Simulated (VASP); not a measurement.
# AlGa3N4 (P-4) in VASP: further runs, part 2 of 2

VASP 6.6.1.

**3. Single point, PBEsol (atoms displaced along a vibrational mode, the cell strained)**

Contents of INCAR:

```
ALGO = Normal ; EDIFF = 1E-6
ENCUT = 520 ; GGA = PS
ISIF = 2 ; ISMEAR = 0
LASPH = True ; LCHARG = False
LREAL = False ; LWAVE = False
NBANDS = 41 ; NELM = 60
PREC = Accurate ; SIGMA = 0.05
```

Contents of KPOINTS:

```
k-points
0
Gamma
  6 6 6
```

Contents of POSCAR:

```
AlGa3N4
1.0
    4.2589415476      0.0000000000      0.0000000000
    0.0000000000      4.4675774128      0.0000000000
    0.0000000000      0.0000000000      4.4675774128
Al Ga N
1 3 4
Direct
    0.0000000000      0.0000000000      0.0000000000
    0.4447127655      0.5000001009      0.0000000000
    0.5552872345      0.0000000000      0.4999992340
    0.0000000000      0.4999998991      0.5000007660
    0.7550466747      0.7379830624      0.2278905155
    0.7550461397      0.2620164648      0.7721095468
    0.2449537981      0.7721097520      0.7379832676
    0.2449533875      0.2278907208      0.2620166701
```

Potentials or basis: VASP PAW PBE potentials, release 64 (Al, Ga_d, N).

The run is started by

```console
cat potpaw_PBE.64/Al/POTCAR potpaw_PBE.64/Ga_d/POTCAR potpaw_PBE.64/N/POTCAR > POTCAR
mpirun -np 1 vasp_std > vasp.out
```

OUTCAR:

```text
EDIFF = 1E-6
   ENCUT = 520
   GGA = PS
   ISIF = 2
   ISMEAR = 0
   LASPH = True
   LREAL = False
   NELM = 60
   PREC = Accurate

 ion  position               nearest neighbor table
   1  0.000  0.000  0.000-   6 1.87   7 1.87   8 1.87   5 1.87   3 2.93   2 2.93   2 2.93   3 2.93

   2  0.445  0.500  0.000-   8 1.89   7 1.89   6 1.98   5 1.98   1 2.93   1 2.93
   3  0.555  0.000  0.500-   5 1.89   6 1.89   8 1.98   7 1.98   1 2.93   1 2.93
   4  0.000  0.500  0.500-   6 1.92   7 1.92   8 1.92   5 1.92
   5  0.755  0.738  0.228-   1 1.87   3 1.89   4 1.92   2 1.98
   6  0.755  0.262  0.772-   1 1.87   3 1.89   4 1.92   2 1.98
   7  0.245  0.772  0.738-   1 1.87   2 1.89   4 1.92   3 1.98
   8  0.245  0.228  0.262-   1 1.87   2 1.89   4 1.92   3 1.98

  LATTYP: Found a simple tetragonal cell.
 ALAT       =     4.4675774128
 C/A-ratio  =     0.9533000000

  Lattice vectors:

 A1 = (   0.0000000000,   4.4675774128,   0.0000000000)
 A2 = (   0.0000000000,   0.0000000000,   4.4675774128)
 A3 = (   4.2589415476,   0.0000000000,   0.0000000000)

Analysis of symmetry for initial positions (statically):
=====================================================================
 Subroutine PRICEL returns:
 Original cell was already a primitive cell.

 Routine SETGRP: Setting up the symmetry group for a
 simple tetragonal supercell.

 Subroutine GETGRP returns: Found  4 space group operations
 (whereof  4 operations were pure point group operations)
 out of a pool of 16 trial point group operations.

The static configuration has the point symmetry S_4 .

Analysis of symmetry for dynamics (positions and initial velocities):
=====================================================================
 Subroutine PRICEL returns:
 Original cell was already a primitive cell.

 Routine SETGRP: Setting up the symmetry group for a
[... 141 lines left out ...]
  Thomas-Fermi vector in A             =   2.588505
   LORBIT       =      0    0 simple, 1 ext, 2 COOP (PROOUT), +10 PAW based schemes
   GGA     = PS    functional components
   LHFCALC =     F    Hartree Fock is set to
   AEXX    =    0.0000 exact exchange contribution
   IVDW    =     0    specifies the selected vdW correction
   LEPSILON=     F    determine dielectric tensor
   LRPA    =     F    only Hartree local field effects (RPA)
 non-spin polarized calculation
 Gauss-broadening in eV      SIGMA  =   0.05
  energy-cutoff  :      520.00
  volume of cell :       85.01
 maximum number of plane-waves:      2304
   NGX = 15   NGY = 17   NGZ = 17

 number of electron      61.9999986 magnetization

 Free energy of the ion-electron system (eV)
  ---------------------------------------------------
  ext. energy  EPLUGINS =         0.00000000
  ---------------------------------------------------
  free energy    TOTEN  =       -54.27063828 eV

  energy without entropy =      -54.27063828  energy(sigma->0) =      -54.27063828

 E-fermi :   6.1159     XC(G=0): -12.0109

 val. band max:        5.9059524109   @ k =   0.0000   0.0000   0.0000
 cond. band min:       8.3300925064   @ k =   0.0000   0.0000   0.0000
 fundamental gap:      2.4241400955
 Fermi energy:         6.1158600532

 k-point     1 :       0.0000    0.0000    0.0000
  band No.  band energies     occupation
      1     -10.2459      2.00000
      2      -8.7872      2.00000
      3      -8.6924      2.00000
      4      -8.6924      2.00000
      5      -7.3894      2.00000
      6      -7.3680      2.00000
[... 1045 lines left out ...]
     40      16.2278      0.00000
     41      16.7198      0.00000

 [... further k-points ...]

------------------------ aborting loop because EDIFF is reached ----------------------------------------

  FORCE on cell =-STRESS in cart. coord.  units (eV):
  Direction    XX          YY          ZZ          XY          YZ          ZX
  --------------------------------------------------------------------------------------
  -------------------------------------------------------------------------------------
  Total        5.3927652      4.2909185      4.2909185      0.0000000      0.0000013      0.0000000
  in kB      101.6427105     80.8751315     80.8751315      0.0000000      0.0000254      0.0000000
  external PRESSURE =      87.7976578 kB  Pullay stress =       0.0000000 kB

 VOLUME and BASIS-vectors are now :
 -----------------------------------------------------------------------------
  energy-cutoff  :      520.00
  volume of cell :       85.01
      direct lattice vectors                 reciprocal lattice vectors
     4.258941548  0.000000000  0.000000000     0.234800123  0.000000000  0.000000000
     0.000000000  4.467577413  0.000000000     0.000000000  0.223834957  0.000000000
     0.000000000  0.000000000  4.467577413     0.000000000  0.000000000  0.223834957

 POSITION                                       TOTAL-FORCE (eV/Angst)
 -----------------------------------------------------------------------------------
      0.00000      0.00000      0.00000         0.000000      0.000000      0.000000
      1.89401      2.23379      0.00000         2.033432      0.000000      0.000000
      2.36494      0.00000      2.23379        -2.033432      0.000000     -0.000000
      0.00000      2.23379      2.23379         0.000000      0.000000      0.000000
      3.21570      3.29700      1.01812        -0.073330      0.143064      0.162395
      3.21570      1.17058      3.44946        -0.073330     -0.143064     -0.162395
      1.04324      3.44946      3.29700         0.073330     -0.162395      0.143064
      1.04324      1.01812      1.17058         0.073330      0.162395     -0.143064
 -----------------------------------------------------------------------------------
    total drift:                               -0.000001     -0.000074      0.000005

  FREE ENERGIE OF THE ION-ELECTRON SYSTEM (eV)
  ---------------------------------------------------
  free  energy   TOTEN  =       -54.2706382773 eV

  energy  without entropy=      -54.2706382773  energy(sigma->0) =      -54.27063828
```

OSZICAR:

```text
N       E                     dE             d eps       ncg     rms          rms(c)
DAV:   1     0.638998162844E+03    0.63900E+03   -0.27713E+04  4073   0.261E+03
DAV:   2     0.537135806647E+02   -0.58528E+03   -0.54462E+03  3848   0.643E+02
DAV:   3    -0.545757960253E+02   -0.10829E+03   -0.10461E+03  4040   0.196E+02
DAV:   4    -0.621171569061E+02   -0.75414E+01   -0.74688E+01  4845   0.550E+01
DAV:   5    -0.623430482533E+02   -0.22589E+00   -0.22555E+00  4630   0.920E+00    0.153E+01
DAV:   6    -0.541553769655E+02    0.81877E+01   -0.22642E+01  6746   0.611E+01    0.459E+00
DAV:   7    -0.543664994172E+02   -0.21112E+00   -0.40602E+00  4309   0.113E+01    0.393E+00
DAV:   8    -0.543099246999E+02    0.56575E-01   -0.54993E-01  5631   0.834E+00    0.111E+00
DAV:   9    -0.542695880611E+02    0.40337E-01   -0.16362E-01  5958   0.560E+00    0.401E-01
DAV:  10    -0.542705414519E+02   -0.95339E-03   -0.16938E-02  4310   0.879E-01    0.140E-01
DAV:  11    -0.542706376793E+02   -0.96227E-04   -0.17480E-03  6032   0.655E-01    0.320E-02
DAV:  12    -0.542706345773E+02    0.31020E-05   -0.29658E-04  5463   0.322E-01    0.132E-02
DAV:  13    -0.542706370903E+02   -0.25129E-05   -0.38879E-05  5846   0.731E-02    0.528E-03
DAV:  14    -0.542706383064E+02   -0.12161E-05   -0.92230E-06  4477   0.382E-02    0.228E-03
DAV:  15    -0.542706382773E+02    0.29048E-07   -0.77091E-07  2928   0.144E-02
   1 F= -.54270638E+02 E0= -.54270638E+02  d E =-.289550E-11
```

stdout:

```text
POSCAR found type information on POSCAR AlGaN
 POSCAR found :  3 types and       8 ions
 scaLAPACK will be used
 -----------------------------------------------------------------------------
|                                                                             |
|                                                                             |
|     You enforced a specific xc type in the INCAR file but a different       |
|     I HOPE YOU KNOW WHAT YOU ARE DOING!                                     |
|                                                                             |
 -----------------------------------------------------------------------------

 LDA part: xc-table for (Slater+PW92), standard interpolation
 POSCAR, INCAR and KPOINTS ok, starting setup
 FFT: planning ... GRIDC
 FFT: planning ... GRID_SOFT
 FFT: planning ... GRID
 WAVECAR not read
 entering main loop
```

It took 72 s on 1 thread of Intel Xeon 6975P-C (Granite Rapids), shared host; peak memory 0.26 GiB.

Results:

```yaml
Free_energy: -54.2706 eV
Pressure: 8.8 GPa
Largest_force: 2.033 eV/Å
Band_gap_on_the_k_mesh: 2.42 eV
```

Forces in eV/Å, atoms in the order of the input:
```
Al   0.000  0.000  0.000
Ga   2.033  0.000  0.000
Ga  -2.033  0.000  0.000
Ga   0.000  0.000  0.000
N   -0.073  0.143  0.162
N   -0.073 -0.143 -0.162
N    0.073 -0.162  0.143
N    0.073  0.162 -0.143
```

Stress tensor (GPa, compression positive):
```
10.16  0.00  0.00
 0.00  8.09  0.00
 0.00  0.00  8.09
```

Levels at points of the mesh, in eV from the valence-band top:
```
           k point  band 27  band 28  band 29  band 30  band 31  band 32  band 33  band 34  band 35  band 36
(0.00, 0.00, 0.00)    -2.44    -2.42    -0.15    -0.15     0.00     2.42     2.97     3.22     3.22     6.17
(0.50, 0.00, 0.00)    -2.65    -1.78    -1.78    -1.49    -1.49     4.91     5.08     6.30     6.30     7.48
(0.00, 0.50, 0.00)    -3.05    -1.57    -1.42    -1.26    -1.11     4.75     4.81     5.74     5.74     8.07
(0.50, 0.50, 0.00)    -3.24    -1.01    -0.91    -0.84    -0.63     6.63     6.81     7.04     7.30     7.35
(0.00, 0.50, 0.50)    -2.94    -1.31    -1.23    -1.23    -0.90     6.06     6.06     6.70     6.92     6.97
(0.50, 0.50, 0.50)    -0.93    -0.88    -0.64    -0.61    -0.61     4.92     4.92     5.10     6.33     8.57
```

Caveat: the cell differs from its parent crystal (atoms displaced along a vibrational mode, the cell strained); the cell stands under pressure; the PAW data sets were made with another functional, which shifts forces and pressure a little.

**4. Single point, PBEsol (atoms displaced along a vibrational mode, the cell strained)**

Contents of INCAR:

```
PREC = Accurate
ENCUT = 520
EDIFF = 1E-6
ISMEAR = 0
SIGMA = 0.05
LREAL = False
LASPH = True
NELM = 80
ALGO = Normal
ISIF = 2
LWAVE = False
LCHARG = True
GGA = PS
LELF = True
LVHAR = True
NBANDS = 41
```

Contents of KPOINTS:

```
regular mesh
0
Gamma
  6 6 6
```

Contents of POSCAR:

```
AlGa3N4
1.0
    4.2589415476      0.0000000000      0.0000000000
    0.0000000000      4.4675774128      0.0000000000
    0.0000000000      0.0000000000      4.4675774128
Al Ga N
1 3 4
Direct
    0.0000000000      0.0000000000      0.0000000000
    0.4631343825      0.5000000673      0.0000000000
    0.5368656175      0.0000000000      0.4999994893
    0.0000000000      0.4999999327      0.5000005107
    0.7550465856      0.7436685412      0.2335759052
    0.7550462288      0.2563311435      0.7664241363
    0.2449537297      0.7664242732      0.7436686781
    0.2449534559      0.2335760421      0.2563312804
```

Potentials or basis: VASP PAW PBE potentials, release 64 (Al, Ga_d, N).

The run is started by

```console
cat potpaw_PBE.64/Al/POTCAR potpaw_PBE.64/Ga_d/POTCAR potpaw_PBE.64/N/POTCAR > POTCAR
mpirun -np 1 vasp_std > vasp.out
```

OUTCAR:

```text
PREC = Accurate
   ENCUT = 520
   EDIFF = 1E-6
   ISMEAR = 0
   LREAL = False
   LASPH = True
   NELM = 80
   ISIF = 2
   GGA = PS

 ion  position               nearest neighbor table
   1  0.000  0.000  0.000-   6 1.87   7 1.87   8 1.87   5 1.87   3 2.98   2 2.98   2 2.98   3 2.98

   2  0.463  0.500  0.000-   8 1.90   7 1.90   5 1.95   6 1.95   1 2.98   1 2.98
   3  0.537  0.000  0.500-   5 1.90   6 1.90   8 1.95   7 1.95   1 2.98   1 2.98
   4  0.000  0.500  0.500-   6 1.92   7 1.92   8 1.92   5 1.92
   5  0.755  0.744  0.234-   1 1.87   3 1.90   4 1.92   2 1.95
   6  0.755  0.256  0.766-   1 1.87   3 1.90   4 1.92   2 1.95
   7  0.245  0.766  0.744-   1 1.87   2 1.90   4 1.92   3 1.95
   8  0.245  0.234  0.256-   1 1.87   2 1.90   4 1.92   3 1.95

  LATTYP: Found a simple tetragonal cell.
 ALAT       =     4.4675774128
 C/A-ratio  =     0.9533000000

  Lattice vectors:

 A1 = (   0.0000000000,   4.4675774128,   0.0000000000)
[... 192 lines left out ...]
 cond. band min:       8.4066308792   @ k =   0.0000   0.0000   0.0000
 fundamental gap:      2.4694104171
 Fermi energy:         6.1439514569

 k-point     1 :       0.0000    0.0000    0.0000
  band No.  band energies     occupation
      1     -10.2433      2.00000
      2      -8.7548      2.00000
      3      -8.7189      2.00000
      4      -8.7189      2.00000
      5      -7.3517      2.00000
      6      -7.3279      2.00000
[... 1045 lines left out ...]
     40      16.2648      0.00000
     41      16.7967      0.00000

 [... further k-points ...]

------------------------ aborting loop because EDIFF is reached ----------------------------------------

  FORCE on cell =-STRESS in cart. coord.  units (eV):
  Direction    XX          YY          ZZ          XY          YZ          ZX
  --------------------------------------------------------------------------------------
  -------------------------------------------------------------------------------------
  Total        6.2276387      4.2855838      4.2855838      0.0000000      0.0000010     -0.0000000
  in kB      117.3783866     80.7745831     80.7745831      0.0000000      0.0000182     -0.0000000
  external PRESSURE =      92.9758509 kB  Pullay stress =       0.0000000 kB

 VOLUME and BASIS-vectors are now :
 -----------------------------------------------------------------------------
  energy-cutoff  :      520.00
  volume of cell :       85.01
      direct lattice vectors                 reciprocal lattice vectors
     4.258941548  0.000000000  0.000000000     0.234800123  0.000000000  0.000000000
     0.000000000  4.467577413  0.000000000     0.000000000  0.223834957  0.000000000
     0.000000000  0.000000000  4.467577413     0.000000000  0.000000000  0.223834957

 POSITION                                       TOTAL-FORCE (eV/Angst)
 -----------------------------------------------------------------------------------
      0.00000      0.00000      0.00000         0.000000      0.000000      0.000000
      1.97246      2.23379      0.00000         1.391125      0.000000      0.000000
      2.28648      0.00000      2.23379        -1.391125     -0.000000      0.000000
      0.00000      2.23379      2.23379         0.000000      0.000000      0.000000
      3.21570      3.32240      1.04352        -0.013243      0.062150      0.100781
      3.21570      1.14518      3.42406        -0.013243     -0.062150     -0.100781
      1.04324      3.42406      3.32240         0.013243     -0.100781      0.062150
      1.04324      1.04352      1.14518         0.013243      0.100781     -0.062150
 -----------------------------------------------------------------------------------
    total drift:                               -0.000000     -0.000034     -0.000004

  FREE ENERGIE OF THE ION-ELECTRON SYSTEM (eV)
  ---------------------------------------------------
  free  energy   TOTEN  =       -54.5632618690 eV

  energy  without entropy=      -54.5632618690  energy(sigma->0) =      -54.56326187
```

OSZICAR:

```text
N       E                     dE             d eps       ncg     rms          rms(c)
DAV:   1     0.635701897126E+03    0.63570E+03   -0.27712E+04  4112   0.261E+03
DAV:   2     0.561683388834E+02   -0.57953E+03   -0.54115E+03  3776   0.644E+02
DAV:   3    -0.549718074991E+02   -0.11114E+03   -0.10748E+03  4124   0.197E+02
DAV:   4    -0.624713174509E+02   -0.74995E+01   -0.74325E+01  4811   0.549E+01
DAV:   5    -0.627055549648E+02   -0.23424E+00   -0.23390E+00  4622   0.956E+00    0.154E+01
DAV:   6    -0.544429754312E+02    0.82626E+01   -0.22513E+01  6710   0.610E+01    0.459E+00
DAV:   7    -0.546588322981E+02   -0.21586E+00   -0.41650E+00  4299   0.114E+01    0.395E+00
DAV:   8    -0.546030872156E+02    0.55745E-01   -0.55313E-01  5532   0.855E+00    0.111E+00
DAV:   9    -0.545622287578E+02    0.40858E-01   -0.16347E-01  6039   0.572E+00    0.406E-01
DAV:  10    -0.545631662670E+02   -0.93751E-03   -0.17370E-02  4352   0.916E-01    0.138E-01
DAV:  11    -0.545632542037E+02   -0.87937E-04   -0.16824E-03  6062   0.809E-01    0.311E-02
DAV:  12    -0.545632579329E+02   -0.37292E-05   -0.29826E-04  5631   0.349E-01    0.135E-02
DAV:  13    -0.545632602077E+02   -0.22748E-05   -0.41306E-05  6016   0.759E-02    0.586E-03
DAV:  14    -0.545632619042E+02   -0.16965E-05   -0.10896E-05  4198   0.287E-02    0.190E-03
DAV:  15    -0.545632618690E+02    0.35189E-07   -0.34625E-07  2894   0.202E-02
   1 F= -.54563262E+02 E0= -.54563262E+02  d E =-.491634E-11
```

stdout:

```text
POSCAR found type information on POSCAR AlGaN
 POSCAR found :  3 types and       8 ions
 scaLAPACK will be used
 -----------------------------------------------------------------------------
|                                                                             |
|                                                                             |
|     You enforced a specific xc type in the INCAR file but a different       |
|     I HOPE YOU KNOW WHAT YOU ARE DOING!                                     |
|                                                                             |
 -----------------------------------------------------------------------------

 LDA part: xc-table for (Slater+PW92), standard interpolation
 POSCAR, INCAR and KPOINTS ok, starting setup
 FFT: planning ... GRIDC
 FFT: planning ... GRID_SOFT
 FFT: planning ... GRID
 WAVECAR not read
 entering main loop
```

It took 70 s on 1 thread of Intel Xeon 6975P-C (Granite Rapids), shared host; peak memory 0.26 GiB.

Results:

| Property | Result |
| --- | --- |
| Free energy | -54.5633 eV |
| Pressure | 9.3 GPa |
| Largest force | 1.391 eV/Å |
| Band gap on the k mesh | 2.47 eV |

Forces on the atoms (eV/Å):
```
Al   0.000  0.000  0.000
Ga   1.391  0.000  0.000
Ga  -1.391  0.000  0.000
Ga   0.000  0.000  0.000
N   -0.013  0.062  0.101
N   -0.013 -0.062 -0.101
N    0.013 -0.101  0.062
N    0.013  0.101 -0.062
```

Stress tensor (GPa, compression positive):
```
11.74  0.00  0.00
 0.00  8.08  0.00
 0.00  0.00  8.08
```

Levels at points of the mesh, in eV from the valence-band top:
```
           k point  band 28  band 29  band 30  band 31  band 32  band 33  band 34  band 35
(0.00, 0.00, 0.00)    -2.52    -0.18    -0.18     0.00     2.47     3.01     3.28     3.28
(0.50, 0.00, 0.00)    -1.83    -1.83    -1.53    -1.53     4.96     5.12     6.36     6.36
(0.00, 0.50, 0.00)    -1.62    -1.50    -1.31    -1.19     4.82     4.89     5.86     5.87
(0.50, 0.50, 0.00)    -1.04    -1.00    -0.92    -0.67     6.75     6.97     7.10     7.37
(0.00, 0.50, 0.50)    -1.36    -1.28    -1.28    -0.95     6.42     6.42     6.76     6.99
(0.50, 0.50, 0.50)    -0.97    -0.70    -0.66    -0.66     5.02     5.02     5.08     6.32
```

Caveat: the cell differs from its parent crystal (atoms displaced along a vibrational mode, the cell strained); the cell stands under pressure; the PAW data sets were made with another functional, which shifts forces and pressure a little.

**5. Summary**

| cell | gap on the mesh (eV) | pressure (GPa) | largest force (eV/Å) |
| --- | --- | --- | --- |
| a = 4.155, b = 4.468, c = 4.468 Å, 8 atoms, atomic positions A | 2.59 | 15.0 | 1.33 |
| a = 4.259, b = 4.468, c = 4.468 Å, 8 atoms, atomic positions B | 2.42 | 8.8 | 2.03 |
| a = 4.259, b = 4.468, c = 4.468 Å, 8 atoms, atomic positions A | 2.47 | 9.3 | 1.39 |

Alike in all rows: task single point; level PBEsol; potentials or basis VASP PAW PBE potentials, release 64 (Al, Ga_d, N); no spin polarisation; k mesh 6 × 6 × 6; cutoff (eV) 520; smearing gaussian 0.05 eV.

Caveats: the cell stands under pressure; the PAW data sets were made with another functional, which shifts forces and pressure a little.

Total energies depend on the potentials used, so only differences within one code and one set of settings carry meaning.
